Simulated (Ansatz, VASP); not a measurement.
One calculation of Sb, two programs

The input INCAR:

```
ALGO     = Normal         # electronic algorithm
EDIFF    = 1E-6           # SCF threshold, eV
EDIFFG   = -0.005         # ionic threshold
ENCUT    = 600            # plane-wave cutoff, eV
GGA      = PE             # functional
IBRION   = 2              # ionic algorithm
ISIF     = 3              # what is computed and relaxed
ISMEAR   = -1             # smearing method
LASPH    = True           # aspherical terms in the spheres
LCHARG   = False          # write CHGCAR
LREAL    = False          # projectors in reciprocal space
LWAVE    = False          # write WAVECAR
NELM     = 60             # most SCF steps
NSW      = 45             # ionic steps
PREC     = Accurate       # precision mode
SIGMA    = 0.05           # smearing width, eV
```

KPOINTS

```
k-points
0
Gamma
  11 11 11
```

POSCAR

```
Sb
1.0
    0.0000000000      3.4921930505      3.4921930505
    3.4921930505      0.0000000000      3.4921930505
    3.4921930505      3.4921930505      0.0000000000
Sb
2
Direct
   -0.1250000000     -0.1250000000     -0.1250000000
    0.1250000000      0.1250000000      0.1250000000
```

Input for Ansatz:

```yaml
crystal:
  lattice:
    - [0.0, 3.4921930505, 3.4921930505]
    - [3.4921930505, 0.0, 3.4921930505]
    - [3.4921930505, 3.4921930505, 0.0]
  atoms:
    - { symbol: Sb, position: [-0.125, -0.125, -0.125] }
    - { symbol: Sb, position: [0.125, 0.125, 0.125] }
kpoints:
  mp_grid: { grid: [11, 11, 11] }
scf:
  occupations: { method: fermi_dirac, width: 0.05 }
hamiltonian:
  xc: pbe
  pseudopotentials:
    kind: all_electron
    lapw: { basis_error: 0.0005 }
    relativity: none
output:
  forces: true
  stress: true
  eigenvalues: true
  populations: true
relax:
  f_tol: 0.005
  max_steps: 25
  cell: {}
```

Alike in both runs: task relaxation of cell and atoms; functional PBE; k mesh 11 × 11 × 11; occupations fermi-dirac, width 0.05 eV; no spin polarisation.

|  | VASP | Ansatz |
| --- | --- | --- |
| version | VASP 6.6.1 | Ansatz 0.2.0 |
| potentials or method | VASP PAW PBE potentials, release 64 (Sb), cutoff 600 eV | all-electron LAPW, non-relativistic |

Ansatz gave:

| Item | Value |
| --- | --- |
| relaxed volume (Å³/atom) | 43.37 |
| relaxed cell length with the largest relative difference (Å) | 4.969 |

Q: What did VASP give for the same quantities?

A: Relaxed volume (Å³/atom): 42.59; relaxed cell length with the largest relative difference (Å): 4.939.

Ansatz ran all-electron here, and VASP with PAW potentials.

Neither program's run includes spin-orbit coupling. Noted on VASP's run: the relaxation stopped at its first step, so nothing moved.
